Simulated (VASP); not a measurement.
# Sn3Se (Immm) in VASP: further runs, part 2 of 2

VASP 6.6.1. Earlier steps stand in the parts before.

## 4. Single point, PBE (strain +0.0075 x Voigt [0, 0, 0, 1, 0, 0])

File INCAR:

```
PREC = Accurate
ENCUT = 520
EDIFF = 1E-7
ISMEAR = 0
SIGMA = 0.15
LREAL = False
LASPH = True
NELM = 80
ALGO = Normal
ISIF = 2
LWAVE = False
LCHARG = True
GGA = PE
LELF = True
LVHAR = True
NBANDS = 32
```

File KPOINTS:

```
regular mesh
0
Gamma
  12 12 12
```

File POSCAR:

```
Sn3Se
1.0
    0.0000000000      3.7419340690      3.7419340690
    3.7279542406      0.0139798284      3.7279542406
    3.7279542406      3.7279542406      0.0139798284
Sn Se
3 1
Direct
    0.2500000000      0.2500000000      0.2500000000
    0.7500000000      0.7500000000      0.7500000000
    0.5000000000      0.5000000000      0.5000000000
    0.0000000000      0.0000000000      0.0000000000
```

Potentials or basis: VASP PAW PBE potentials, release 64 (Sn_d, Se).

On the command line:

```sh
$ cat potpaw_PBE.64/Sn_d/POTCAR potpaw_PBE.64/Se/POTCAR > POTCAR
$ mpirun -np 1 vasp_std > vasp.out
```

OUTCAR:

```text
PREC = Accurate
   ENCUT = 520
   EDIFF = 1E-7
   ISMEAR = 0
   LREAL = False
   LASPH = True
   NELM = 80
   ISIF = 2
   GGA = PE

 ion  position               nearest neighbor table
   1  0.250  0.250  0.250-   4 3.22   4 3.22   3 3.22   3 3.22   4 3.24   4 3.24   3 3.24   3 3.24
                             2 3.73   2 3.73   2 3.73   2 3.73   2 3.73   2 3.73
   2  0.750  0.750  0.750-   3 3.22   3 3.22   4 3.22   4 3.22   4 3.24   3 3.24   3 3.24   4 3.24
                             1 3.73   1 3.73   1 3.73   1 3.73   1 3.73   1 3.73
   3  0.500  0.500  0.500-   1 3.22   1 3.22   2 3.22   2 3.22   2 3.24   1 3.24   1 3.24   2 3.24

   4  0.000  0.000  0.000-   2 3.22   2 3.22   1 3.22   1 3.22   2 3.24   2 3.24   1 3.24   1 3.24

  LATTYP: Found a body centered orthorhombic cell.
 ALAT       =     5.2523529840
 B/A-ratio  =     1.0075282309
 C/A-ratio  =     1.4195368255

  Lattice vectors:

 A1 = (  -3.7279542406,   3.7279542406,   0.0139798284)
 A2 = (  -3.7279542406,  -3.7279542406,  -0.0139798284)
 A3 = (   3.7279542406,   0.0139798284,   3.7279542406)

Analysis of symmetry for initial positions (statically):
=====================================================================
 Subroutine PRICEL returns:
 Original cell was already a primitive cell.

 Routine SETGRP: Setting up the symmetry group for a
 body centered orthorhombic supercell.

 Subroutine GETGRP returns: Found  8 space group operations
 (whereof  8 operations were pure point group operations)
 out of a pool of  8 trial point group operations.

The static configuration has the point symmetry D_2h.

Analysis of symmetry for dynamics (positions and initial velocities):
=====================================================================
 Subroutine PRICEL returns:
 Original cell was already a primitive cell.

 Routine SETGRP: Setting up the symmetry group for a
 body centered orthorhombic supercell.

 Subroutine GETGRP returns: Found  8 space group operations
 (whereof  8 operations were pure point group operations)
 out of a pool of  8 trial point group operations.

The dynamic configuration has the point symmetry D_2h.

 Subroutine INISYM returns: Found  8 space group operations
 (whereof  8 operations are pure point group operations),
 and found     1 'primitive' translations

----------------------------------------------------------------------------------------

                                     Primitive cell

  volume of cell :     103.6181

  direct lattice vectors                    reciprocal lattice vectors
     0.000000000  3.741934069  3.741934069    -0.134121818  0.133620740  0.133620740
     3.727954241  0.013979828  3.727954241     0.134121818 -0.134626668  0.134626668
     3.727954241  3.727954241  0.013979828     0.134121818  0.134626668 -0.134626668

  length of vectors
     5.291893910  5.272141982  5.272141982     0.231727569  0.232889118  0.232889118

  position of ions in fractional coordinates (direct lattice)
     0.250000000  0.250000000  0.250000000
     0.750000000  0.750000000  0.750000000
     0.500000000  0.500000000  0.500000000
     0.000000000  0.000000000  0.000000000

  ion indices of the primitive-cell ions
   primitive index   ion index
                 1           1
                 2           2
                 3           3
                 4           4

[... 25 lines left out ...]

 Following reciprocal coordinates:
            Coordinates               Weight
  0.000000  0.000000  0.000000      1.000000
  0.083333  0.000000  0.000000      4.000000
  0.166667  0.000000  0.000000      4.000000
  0.250000  0.000000  0.000000      4.000000
  0.333333  0.000000  0.000000      4.000000
  0.416667  0.000000  0.000000      4.000000
[... 16 lines left out ...]
  0.250000  0.166667 -0.000000      8.000000
  0.333333  0.166667  0.000000      8.000000
 [... further k-points ...]
   k-points           NKPTS =    280   k-points in BZ     NKDIM =    280   number of bands    NBANDS=     32
   number of dos      NEDOS =    301   number of ions     NIONS =      4
   total plane-waves  NPLWV =  64000
   dimension x,y,z NGX =    40 NGY =   40 NGZ =   40
   dimension x,y,z NGXF=    80 NGYF=   80 NGZF=   80
   ions per type =               3   1
   NGX,Y,Z   is equivalent  to a cutoff of  12.57, 12.61, 12.61 a.u.
   NGXF,Y,Z  is equivalent  to a cutoff of  25.13, 25.23, 25.23 a.u.
 SYSTEM =  unknown system
   PREC   = accura    normal or accurate (medium, high low for compatibility)
   ISTART =      0    job   : 0-new  1-cont  2-samecut
   ICHARG =      2    charge: 1-file 2-atom 10-const
   ISPIN  =      1    spin polarized calculation?
   LNONCOLLINEAR =      F non collinear calculations
   LSORBIT =      F    spin-orbit coupling
   LASPH  =      T    aspherical Exc in radial PAW
   ENCUT  =  520.0 eV  38.22 Ry    6.18 a.u.   9.84  9.80  9.80*2*pi/ulx,y,z
   NELM   =     80;   NELMIN=  2; NELMDL= -5     # of ELM steps
   EDIFF  = 0.1E-06   stopping-criterion for ELM
   LREAL  =      F    real-space projection
   EDIFFG = 0.1E-05   stopping-criterion for IOM
   NSW    =      0    number of steps for IOM
   IBRION =     -1    ionic relax: 0-MD 1-quasi-New 2-CG
   NFREE  =      0    steps in history (QN), initial steepest desc. (CG)
   ISIF   =      2    stress and relaxation
   ISYM   =      2    0-nonsym 1-usesym 2-fastsym
   POTIM  = 0.5000    time-step for ionic-motion
   TEBEG  =    0.0;   TEEND  =   0.0 temperature during run
   PSTRESS=    0.0 pullay stress
   NELECT =      48.0000    total number of electrons
   NUPDOWN=      -1.0000    fix difference up-down
   EMIN   =  10.00;   EMAX   =-10.00  energy-range for DOS
   EFERMI =   0.00;   METHOD = LEGACY
   ISMEAR =     0;   SIGMA  =   0.15  broadening in eV -4-tet -1-fermi 0-gaus
   EFERMI_NEDOS =   21; number of points for ismear=-14 and -15
   IALGO  =     38    algorithm
   IMIX   =      4    mixing-type and parameters
     AMIX     =   0.40;   BMIX     =  1.00
     AMIX_MAG =   1.60;   BMIX_MAG =  1.00
  volume/ion in A,a.u.               =      25.90       174.81
  Fermi-wavevector in a.u.,A,eV,Ry     =   1.266709  2.393732 21.831236  1.604551
  Thomas-Fermi vector in A             =   2.399895
   LORBIT       =      0    0 simple, 1 ext, 2 COOP (PROOUT), +10 PAW based schemes
   GGA     = PE    functional components
   LHFCALC =     F    Hartree Fock is set to
   AEXX    =    0.0000 exact exchange contribution
   IVDW    =     0    specifies the selected vdW correction
   LEPSILON=     F    determine dielectric tensor
   LRPA    =     F    only Hartree local field effects (RPA)
 non-spin polarized calculation
 Gauss-broadening in eV      SIGMA  =   0.15
  energy-cutoff  :      520.00
  volume of cell :      103.62
 maximum number of plane-waves:      2814
   NGX = 19   NGY = 19   NGZ = 19

 number of electron      48.0000024 magnetization

 Free energy of the ion-electron system (eV)
  ---------------------------------------------------
  ext. energy  EPLUGINS =         0.00000000
  ---------------------------------------------------
  free energy    TOTEN  =       -14.90552593 eV

  energy without entropy =      -14.87563189  energy(sigma->0) =      -14.89057891

 E-fermi :   7.2480     XC(G=0): -10.3111

 val. band max:        7.2449448643   @ k =  -0.3333   0.2500   0.0833
 cond. band min:       7.2503222263   @ k =  -0.1667   0.5000   0.0833
 fundamental gap:      0.0053773620
 Fermi energy:         7.2480258190

 k-point     1 :       0.0000    0.0000    0.0000
  band No.  band energies     occupation
      1     -14.3317      2.00000
      2     -14.3317      2.00000
      3     -14.2977      2.00000
      4     -14.2975      2.00000
      5     -14.2972      2.00000
      6     -14.2920      2.00000
[... 829 lines left out ...]
     31      12.7431      0.00000
     32      12.8788      0.00000

 [... further k-points ...]

------------------------ aborting loop because EDIFF is reached ----------------------------------------

  FORCE on cell =-STRESS in cart. coord.  units (eV):
  Direction    XX          YY          ZZ          XY          YZ          ZX
  --------------------------------------------------------------------------------------
  -------------------------------------------------------------------------------------
  Total        0.0715388      0.0687064      0.0687064      0.0000000     -0.0492165      0.0000000
  in kB        1.1061562      1.0623610      1.0623610      0.0000000     -0.7610025      0.0000000
  external PRESSURE =       1.0769594 kB  Pullay stress =       0.0000000 kB

 VOLUME and BASIS-vectors are now :
 -----------------------------------------------------------------------------
  energy-cutoff  :      520.00
  volume of cell :      103.62
      direct lattice vectors                 reciprocal lattice vectors
     0.000000000  3.741934069  3.741934069    -0.134121818  0.133620740  0.133620740
     3.727954241  0.013979828  3.727954241     0.134121818 -0.134626668  0.134626668
     3.727954241  3.727954241  0.013979828     0.134121818  0.134626668 -0.134626668

 POSITION                                       TOTAL-FORCE (eV/Angst)
 -----------------------------------------------------------------------------------
      1.86398      1.87097      1.87097         0.017278     -0.000000     -0.000000
      5.59193      5.61290      5.61290        -0.017278      0.000000      0.000000
      3.72795      3.74193      3.74193         0.000000     -0.000000      0.000000
      0.00000      0.00000      0.00000        -0.000000      0.000000      0.000000
 -----------------------------------------------------------------------------------
    total drift:                               -0.000000     -0.000000      0.000000

  FREE ENERGIE OF THE ION-ELECTRON SYSTEM (eV)
  ---------------------------------------------------
  free  energy   TOTEN  =       -14.9055259286 eV

  energy  without entropy=      -14.8756318914  energy(sigma->0) =      -14.89057891
```

OSZICAR:

```text
N       E                     dE             d eps       ncg     rms          rms(c)
DAV:   1     0.451473968618E+03    0.45147E+03   -0.23801E+04 18744   0.222E+03
DAV:   2     0.446391315537E+02   -0.40683E+03   -0.39399E+03 17976   0.559E+02
DAV:   3    -0.124575664001E+02   -0.57097E+02   -0.55376E+02 22056   0.175E+02
DAV:   4    -0.150239117423E+02   -0.25663E+01   -0.25593E+01 19640   0.396E+01
DAV:   5    -0.151007862933E+02   -0.76875E-01   -0.76870E-01 24576   0.728E+00    0.353E+00
DAV:   6    -0.149094851213E+02    0.19130E+00   -0.35580E-01 23672   0.677E+00    0.210E+00
DAV:   7    -0.149076830397E+02    0.18021E-02   -0.10639E-01 21168   0.244E+00    0.108E+00
DAV:   8    -0.149057628331E+02    0.19202E-02   -0.15355E-02 20480   0.800E-01    0.177E-01
DAV:   9    -0.149054884409E+02    0.27439E-03   -0.14701E-03 21320   0.252E-01    0.605E-02
DAV:  10    -0.149055268799E+02   -0.38439E-04   -0.28665E-04 20928   0.199E-01    0.196E-02
DAV:  11    -0.149055266667E+02    0.21315E-06   -0.34368E-05 24040   0.882E-02    0.862E-03
DAV:  12    -0.149055258676E+02    0.79912E-06   -0.65719E-06 26528   0.206E-02    0.229E-03
DAV:  13    -0.149055259914E+02   -0.12383E-06   -0.76365E-07 21472   0.199E-02    0.527E-04
DAV:  14    -0.149055259286E+02    0.62773E-07   -0.82330E-08 10904   0.266E-03
   1 F= -.14905526E+02 E0= -.14890579E+02  d E =-.298940E-01
```

stdout:

```text
POSCAR found type information on POSCAR SnSe
 POSCAR found :  2 types and       4 ions
 scaLAPACK will be used
 LDA part: xc-table for (Slater+PW92), standard interpolation
 POSCAR, INCAR and KPOINTS ok, starting setup
 FFT: planning ... GRIDC
 FFT: planning ... GRID_SOFT
 FFT: planning ... GRID
 WAVECAR not read
 entering main loop
```

It took 15 min on 1 thread of Intel Xeon Platinum 8488C (Sapphire Rapids), shared host; peak memory 0.81 GiB.

What came out:

```yaml
Free_energy: -14.9055 eV
Pressure: 0.1 GPa
Largest_force: 0.017 eV/Å
Band_gap_on_the_k_mesh: zero (bands 24 and 25 overlap by 2.13 eV)
```

Forces in eV/Å, atoms in the order of the input:
```
Sn   0.017  0.000  0.000
Sn  -0.017  0.000  0.000
Sn   0.000  0.000  0.000
Se   0.000  0.000  0.000
```

Levels at points of the mesh, in eV from the Fermi level:
| k point | band 21 | band 22 | band 23 | band 24 | band 25 | band 26 | band 27 | band 28 |
| --- | --- | --- | --- | --- | --- | --- | --- | --- |
| (0.00, 0.00, 0.00) | -2.86 | -2.84 | -1.30 | -1.28 | -1.26 | -0.56 | -0.54 | -0.52 |
| (0.50, 0.00, 0.00) | -3.35 | -2.14 | -2.13 | -0.84 | 0.39 | 2.09 | 2.14 | 3.50 |
| (0.00, 0.50, 0.00) | -3.36 | -2.16 | -2.15 | -0.85 | 0.38 | 2.11 | 2.16 | 3.53 |
| (0.50, 0.50, 0.00) | -4.81 | -0.32 | 0.47 | 0.47 | 1.02 | 2.78 | 2.78 | 3.28 |
| (0.00, 0.50, 0.50) | -4.80 | -0.32 | 0.45 | 0.48 | 1.02 | 2.76 | 2.81 | 3.28 |

Caveat: the cell differs from its parent crystal (strain +0.0075 x Voigt [0, 0, 0, 1, 0, 0]); spin-orbit coupling is left out, which moves the levels of the heavy elements.

## 5. The runs side by side

| cell | gap on the mesh (eV) | pressure (GPa) | largest force (eV/Å) |
| --- | --- | --- | --- |
| a = 5.318, b = 5.272, c = 5.272 Å, angles 59.4, 59.7, 59.7°, 4 atoms | none | 0.1 | 0.04 |
| a = 5.305, b = 5.272, c = 5.272 Å, angles 59.6, 59.8, 59.8°, 4 atoms | none | 0.1 | 0.03 |
| a = 5.292, b = 5.272, c = 5.272 Å, angles 59.8, 59.9, 59.9°, 4 atoms | none | 0.1 | 0.02 |

Alike in all rows: task single point; level PBE; potentials or basis VASP PAW PBE potentials, release 64 (Sn_d, Se); no spin polarisation; k mesh 12 × 12 × 12; cutoff (eV) 520; smearing gaussian 0.15 eV.

Caveats: spin-orbit coupling is left out, which moves the levels of the heavy elements.

Absolute energies hang on the potentials; compare differences alone.
